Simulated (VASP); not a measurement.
# Ag (I4/mmm) in VASP: a series of runs

Ag is run at these levels: PBEsol; tasks: single point.

Program: VASP 6.6.1. These are calculated values, not measurements. Logs are shortened: lines on timing, memory, paths and dates and some standing lists are left out, and cuts for length are marked.

## 1. The cell of the first run

It takes space group I4/mmm (No. 139, tetragonal). The conventional cell has a = 3.394 Å, b = 3.394 Å, c = 3.146 Å, α = 90.00°, β = 90.00°, γ = 90.00°. Ag (site symmetry 4/mmm) has 14 Ag at 2.87 to 3.39 Å within 3.8 Å.

## 2. Single point, PBEsol (strain +0.025 along x and y, -0.050 along z)

File INCAR:

```
PREC = Accurate
ENCUT = 520
EDIFF = 1E-6
ISMEAR = 0
SIGMA = 0.15
LREAL = F
LASPH = T
NELM = 80
ALGO = Normal
ISIF = 2
LWAVE = F
LCHARG = F
GGA = PS
NBANDS = 12
```

File KPOINTS:

```
regular mesh
0
Gamma
  20 20 20
```

File POSCAR:

```
Ag
1.0
   -1.6970453500      1.6970453500      1.5728713000
    1.6970453500     -1.6970453500      1.5728713000
    1.6970453500      1.6970453500     -1.5728713000
Ag
1
Direct
    0.0000000000      0.0000000000      0.0000000000
```

Potentials or basis: VASP PAW PBE potentials, release 64 (Ag).

Command:

```bash
$ cat potpaw_PBE.64/Ag/POTCAR > POTCAR
$ mpirun -np 1 vasp_std > vasp.out
```

OUTCAR:

```text
PREC = Accurate
   ENCUT = 520
   EDIFF = 1E-6
   ISMEAR = 0
   LREAL = F
   LASPH = T
   NELM = 80
   ISIF = 2
   GGA = PS

 ion  position               nearest neighbor table
   1  0.000  0.000  0.000-

  LATTYP: Found a body centered tetragonal cell.
 ALAT       =     3.3940907000
 C/A-ratio  =     0.9268292683

  Lattice vectors:

 A1 = (  -1.6970453500,   1.6970453500,   1.5728713000)
 A2 = (   1.6970453500,  -1.6970453500,   1.5728713000)
 A3 = (   1.6970453500,   1.6970453500,  -1.5728713000)

Analysis of symmetry for initial positions (statically):
=====================================================================
 Subroutine PRICEL returns:
 Original cell was already a primitive cell.

 Routine SETGRP: Setting up the symmetry group for a
 body centered tetragonal supercell.

 Subroutine GETGRP returns: Found 16 space group operations
 (whereof 16 operations were pure point group operations)
 out of a pool of 16 trial point group operations.

The static configuration has the point symmetry D_4h.

Analysis of symmetry for dynamics (positions and initial velocities):
=====================================================================
 Subroutine PRICEL returns:
 Original cell was already a primitive cell.

 Routine SETGRP: Setting up the symmetry group for a
 body centered tetragonal supercell.

 Subroutine GETGRP returns: Found 16 space group operations
 (whereof 16 operations were pure point group operations)
 out of a pool of 16 trial point group operations.

The dynamic configuration has the point symmetry D_4h.

 Subroutine INISYM returns: Found 16 space group operations
 (whereof 16 operations are pure point group operations),
 and found     1 'primitive' translations

----------------------------------------------------------------------------------------

                                     Primitive cell

  volume of cell :      18.1192

  direct lattice vectors                    reciprocal lattice vectors
    -1.697045350  1.697045350  1.572871300     0.000000000  0.294629722  0.317889963
     1.697045350 -1.697045350  1.572871300     0.294629722  0.000000000  0.317889963
     1.697045350  1.697045350 -1.572871300     0.294629722  0.294629722  0.000000000

  length of vectors
     2.869468586  2.869468586  2.869468586     0.433429005  0.433429005  0.416669349

  position of ions in fractional coordinates (direct lattice)
     0.000000000  0.000000000  0.000000000

  ion indices of the primitive-cell ions
   primitive index   ion index
                 1           1

----------------------------------------------------------------------------------------

 KPOINTS: regular mesh

Automatic generation of k-mesh.
 Grid dimensions read from file:
 generate k-points for:   20   20   20

 Generating k-lattice:

  Cartesian coordinates                     Fractional coordinates (reciprocal lattice)
     0.000000000  0.014731486  0.015894498     0.050000000  0.000000000  0.000000000
     0.014731486  0.000000000  0.015894498     0.000000000  0.050000000  0.000000000
     0.014731486  0.014731486  0.000000000     0.000000000  0.000000000  0.050000000

  Length of vectors
     0.021671450  0.021671450  0.020833467

  Shift w.r.t. Gamma in fractional coordinates (k-lattice)
     0.000000000  0.000000000  0.000000000

 Subroutine IBZKPT returns following result:
 ===========================================

 Found    641 irreducible k-points:

 Following reciprocal coordinates:
            Coordinates               Weight
  0.000000  0.000000  0.000000      1.000000
  0.050000  0.000000 -0.000000      8.000000
  0.100000  0.000000 -0.000000      8.000000
  0.150000  0.000000 -0.000000      8.000000
  0.200000  0.000000 -0.000000      8.000000
  0.250000  0.000000 -0.000000      8.000000
[... 16 lines left out ...]
 -0.400000  0.050000  0.000000     16.000000
 -0.350000  0.050000 -0.000000     16.000000
 [... further k-points ...]
   k-points           NKPTS =    641   k-points in BZ     NKDIM =    641   number of bands    NBANDS=     12
   number of dos      NEDOS =    301   number of ions     NIONS =      1
   total plane-waves  NPLWV =  13824
   dimension x,y,z NGX =    24 NGY =   24 NGZ =   24
   dimension x,y,z NGXF=    48 NGYF=   48 NGZF=   48
   ions per type =               1
   NGX,Y,Z   is equivalent  to a cutoff of  13.90, 13.90, 13.90 a.u.
   NGXF,Y,Z  is equivalent  to a cutoff of  27.81, 27.81, 27.81 a.u.
 SYSTEM =  unknown system
   PREC   = accura    normal or accurate (medium, high low for compatibility)
   ISTART =      0    job   : 0-new  1-cont  2-samecut
   ICHARG =      2    charge: 1-file 2-atom 10-const
   ISPIN  =      1    spin polarized calculation?
   LNONCOLLINEAR =      F non collinear calculations
   LSORBIT =      F    spin-orbit coupling
   LASPH  =      T    aspherical Exc in radial PAW
   ENCUT  =  520.0 eV  38.22 Ry    6.18 a.u.   5.34  5.34  5.34*2*pi/ulx,y,z
   NELM   =     80;   NELMIN=  2; NELMDL= -5     # of ELM steps
   EDIFF  = 0.1E-05   stopping-criterion for ELM
   LREAL  =      F    real-space projection
   EDIFFG = 0.1E-04   stopping-criterion for IOM
   NSW    =      0    number of steps for IOM
   IBRION =     -1    ionic relax: 0-MD 1-quasi-New 2-CG
   NFREE  =      0    steps in history (QN), initial steepest desc. (CG)
   ISIF   =      2    stress and relaxation
   ISYM   =      2    0-nonsym 1-usesym 2-fastsym
   POTIM  = 0.5000    time-step for ionic-motion
   TEBEG  =    0.0;   TEEND  =   0.0 temperature during run
   PSTRESS=    0.0 pullay stress
   NELECT =      11.0000    total number of electrons
   NUPDOWN=      -1.0000    fix difference up-down
   EMIN   =  10.00;   EMAX   =-10.00  energy-range for DOS
   EFERMI =   0.00;   METHOD = LEGACY
   ISMEAR =     0;   SIGMA  =   0.15  broadening in eV -4-tet -1-fermi 0-gaus
   EFERMI_NEDOS =   21; number of points for ismear=-14 and -15
   IALGO  =     38    algorithm
   IMIX   =      4    mixing-type and parameters
     AMIX     =   0.40;   BMIX     =  1.00
     AMIX_MAG =   1.60;   BMIX_MAG =  1.00
  volume/ion in A,a.u.               =      18.12       122.27
  Fermi-wavevector in a.u.,A,eV,Ry     =   1.386199  2.619537 26.144258  1.921549
  Thomas-Fermi vector in A             =   2.510538
   LORBIT       =      0    0 simple, 1 ext, 2 COOP (PROOUT), +10 PAW based schemes
   GGA     = PS    functional components
   LHFCALC =     F    Hartree Fock is set to
   AEXX    =    0.0000 exact exchange contribution
   IVDW    =     0    specifies the selected vdW correction
   LEPSILON=     F    determine dielectric tensor
   LRPA    =     F    only Hartree local field effects (RPA)
 non-spin polarized calculation
 Gauss-broadening in eV      SIGMA  =   0.15
  energy-cutoff  :      520.00
  volume of cell :       18.12
 maximum number of plane-waves:       505
 NGX is ok and might be reduce to    24
   NGX = 11   NGY = 11   NGZ = 11

 number of electron      11.0000001 magnetization

 Free energy of the ion-electron system (eV)
  ---------------------------------------------------
  ext. energy  EPLUGINS =         0.00000000
  ---------------------------------------------------
  free energy    TOTEN  =        -3.24095633 eV

  energy without entropy =       -3.23747319  energy(sigma->0) =       -3.23921476

 E-fermi :   7.4128     XC(G=0): -12.0515

 val. band max:        7.3728349825   @ k =   0.5000   0.1500   0.0500
 cond. band min:       7.4160757930   @ k =   0.5000   0.1000   0.0500
 fundamental gap:      0.0432408105
 Fermi energy:         7.4127992644

 k-point     1 :       0.0000    0.0000    0.0000
  band No.  band energies     occupation
      1       0.0313      2.00000
      2       2.5464      2.00000
      3       2.8841      2.00000
      4       2.8841      2.00000
      5       3.7469      2.00000
      6       4.1287      2.00000
      7      24.6373      0.00000
      8      24.6373      0.00000
      9      26.0882      0.00000
     10      30.0202      0.00000
     11      30.0202      0.00000
     12      30.7100      0.00000

 k-point     2 :       0.0500    0.0000   -0.0000
  band No.  band energies     occupation
      1       0.1129      2.00000
      2       2.5596      2.00000
      3       2.8836      2.00000
      4       2.8940      2.00000
      5       3.7507      2.00000
      6       4.1107      2.00000
      7      24.5656      0.00000
      8      24.6797      0.00000
      9      25.8685      0.00000
     10      29.1755      0.00000
     11      29.5100      0.00000
     12      30.1491      0.00000

 k-point     3 :       0.1000    0.0000   -0.0000
  band No.  band energies     occupation
      1       0.3513      2.00000
      2       2.5653      2.00000
      3       2.8820      2.00000
      4       2.9577      2.00000
      5       3.7640      2.00000
      6       4.0652      2.00000
      7      24.2366      0.00000
      8      24.7954      0.00000
      9      25.1391      0.00000
     10      28.2988      0.00000
     11      28.4100      0.00000
     12      29.0859      0.00000
[... 286 lines left out ...]
 k-point    23 :      -0.4000    0.0500    0.0000
  band No.  band energies     occupation
      1       1.5551      2.00000
      2       2.0569      2.00000
      3       3.9246      2.00000
      4       4.0459      2.00000
      5       4.3705      2.00000
      6       5.5978      2.00000
      7      14.6360      0.00000
      8      20.4268      0.00000
      9      21.4840      0.00000
     10      26.2745      0.00000
     11      27.5502      0.00000
     12      32.3616      0.00000

 k-point    24 :      -0.3500    0.0500   -0.0000
  band No.  band energies     occupation
      1       1.6280      2.00000
      2       2.1501      2.00000
      3       3.8288      2.00000
      4       3.9135      2.00000
      5       4.0650      2.00000
      6       4.6948      2.00000
      7      16.5217      0.00000
      8      20.9617      0.00000
      9      22.2749      0.00000
     10      26.1352      0.00000
     11      27.5857      0.00000
     12      31.7786      0.00000

 [... further k-points ...]
[... 5 lines left out ...]
  --------------------------------------------------------------------------------------
  -------------------------------------------------------------------------------------
  Total       -0.8015133     -0.8015133     -0.8481938      0.0000000      0.0000000      0.0000000
  in kB      -70.8730678    -70.8730678    -75.0007463      0.0000000      0.0000000      0.0000000
  external PRESSURE =     -72.2489606 kB  Pullay stress =       0.0000000 kB

 VOLUME and BASIS-vectors are now :
 -----------------------------------------------------------------------------
  energy-cutoff  :      520.00
  volume of cell :       18.12
      direct lattice vectors                 reciprocal lattice vectors
    -1.697045350  1.697045350  1.572871300     0.000000000  0.294629722  0.317889963
     1.697045350 -1.697045350  1.572871300     0.294629722  0.000000000  0.317889963
     1.697045350  1.697045350 -1.572871300     0.294629722  0.294629722  0.000000000

 POSITION                                       TOTAL-FORCE (eV/Angst)
 -----------------------------------------------------------------------------------
      0.00000      0.00000      0.00000        -0.000000      0.000000     -0.000000
 -----------------------------------------------------------------------------------
    total drift:                               -0.000000      0.000000      0.000000

  FREE ENERGIE OF THE ION-ELECTRON SYSTEM (eV)
  ---------------------------------------------------
  free  energy   TOTEN  =        -3.2409563330 eV

  energy  without entropy=       -3.2374731929  energy(sigma->0) =       -3.23921476
```

Run time: 2.7 min. Hardware: 1 thread of AMD EPYC 7R43 (Zen 3), shared host; peak memory 0.21 GiB.

What came out:

```
Free energy : -3.2410 eV
Pressure    : -7.2 GPa
```

Caveat: the cell differs from its parent crystal (strain +0.025 along x and y, -0.050 along z); the PAW data sets were made with another functional, which shifts forces and pressure a little.

## 3. Single point, PBEsol (strain +0.050 along x and y, -0.050 along z)

INCAR: that of step 2 with these lines changed.

```diff
@@ -7,4 +7,4 @@
 LASPH = T
-NELM = 80
-ALGO = Normal
+NELM = 60
+ALGO = Fast
 ISIF = 2
```

File KPOINTS:

```
Automatic mesh
0
Gamma
  20 20 20
```

File POSCAR:

```
Ag
1.0
   -1.7384367000      1.7384367000      1.5728713000
    1.7384367000     -1.7384367000      1.5728713000
    1.7384367000      1.7384367000     -1.5728713000
Ag
1
Direct
    0.0000000000      0.0000000000      0.0000000000
```

Potentials or basis: VASP PAW PBE potentials, release 64 (Ag).

Command:

```bash
$ cat potpaw_PBE.64/Ag/POTCAR > POTCAR
$ mpirun -np 1 vasp_std > vasp.out
```

It took 4.7 min on 1 thread of AMD EPYC 7R13, shared host; peak memory 0.23 GiB.

Results (log left out):

- Free energy: -3.1930 eV
- Pressure: -10.1 GPa

Stress tensor (GPa, compression positive):
```
-10.01   0.00   0.00
  0.00 -10.01   0.00
  0.00   0.00 -10.29
```

Levels at points of the mesh, in eV from the Fermi level:
```tsv
k point	band 4	band 5	band 6	band 7	band 8	band 9
(0.00, 0.00, 0.00)	-4.33	-3.67	-3.20	16.83	16.83	18.78
(0.50, 0.00, 0.00)	-3.04	-2.56	0.35	3.91	12.40	12.83
(0.50, 0.50, 0.00)	-3.41	-2.60	-0.21	2.94	14.06	15.04
(0.50, 0.50, 0.50)	-2.79	-2.67	5.66	5.66	8.49	10.52
```

Caveat: the cell differs from its parent crystal (strain +0.050 along x and y, -0.050 along z); the PAW data sets were made with another functional, which shifts forces and pressure a little.

## 4. Single point, PBEsol (strain +0.050 along x and y, -0.025 along z)

File INCAR:

```
ALGO     = Fast           # electronic algorithm
EDIFF    = 1E-7           # SCF threshold, eV
ENCUT    = 520            # plane-wave cutoff, eV
GGA      = PS             # functional
ISIF     = 2              # what is computed and relaxed
ISMEAR   = 0              # smearing method
LASPH    = True           # aspherical terms in the spheres
LCHARG   = False          # write CHGCAR
LREAL    = False          # projectors in reciprocal space
LWAVE    = False          # write WAVECAR
NBANDS   = 12             # bands
NELM     = 100            # most SCF steps
PREC     = Accurate       # precision mode
SIGMA    = 0.15           # smearing width, eV
```

File KPOINTS:

```
k-points
0
Gamma
  20 20 20
```

File POSCAR:

```
Ag
1.0
   -1.7384367000      1.7384367000      1.6142626500
    1.7384367000     -1.7384367000      1.6142626500
    1.7384367000      1.7384367000     -1.6142626500
Ag
1
Direct
    0.0000000000      0.0000000000      0.0000000000
```

Command:

```bash
$ cat potpaw_PBE.64/Ag/POTCAR > POTCAR
$ mpirun -np 1 vasp_std > vasp.out
```

Wall time 5.4 min (1 thread of AMD EPYC 7R13, shared host); peak memory 0.23 GiB.

Results (log left out):

```
Free energy : -3.1589 eV
Pressure    : -11.3 GPa
```

Stress tensor (GPa, compression positive):
```
-11.19   0.00   0.00
  0.00 -11.19   0.00
  0.00   0.00 -11.61
```

Levels at points of the mesh, in eV from the Fermi level:
```tsv
k point	band 4	band 5	band 6	band 7	band 8	band 9
(0.00, 0.00, 0.00)	-4.31	-3.53	-3.21	16.93	16.93	18.30
(0.50, 0.00, 0.00)	-3.10	-2.55	0.34	3.66	12.40	12.77
(0.50, 0.50, 0.00)	-3.34	-2.59	-0.06	2.97	13.63	14.36
(0.50, 0.50, 0.50)	-2.77	-2.69	5.83	5.83	7.86	10.48
```

Caveat: the cell differs from its parent crystal (strain +0.050 along x and y, -0.025 along z); the PAW data sets were made with another functional, which shifts forces and pressure a little.

## 5. Overview

| cell | gap on the mesh (eV) | pressure (GPa) |
| --- | --- | --- |
| a = 2.869 Å, angles 107.5, 107.5, 113.5°, 1 atom | none | -7.2 |
| a = 2.919 Å, angles 106.9, 106.9, 114.8°, 1 atom | none | -10.1 |
| a = 2.941 Å, angles 107.5, 107.5, 113.4°, 1 atom | none | -11.3 |

Alike in all rows: task single point; level PBEsol; potentials or basis VASP PAW PBE potentials, release 64 (Ag); no spin polarisation; k mesh 20 × 20 × 20; cutoff (eV) 520; smearing gaussian 0.15 eV.

Caveats: the PAW data sets were made with another functional, which shifts forces and pressure a little.

Total energies depend on the potentials used, so only differences within one code and one set of settings carry meaning.
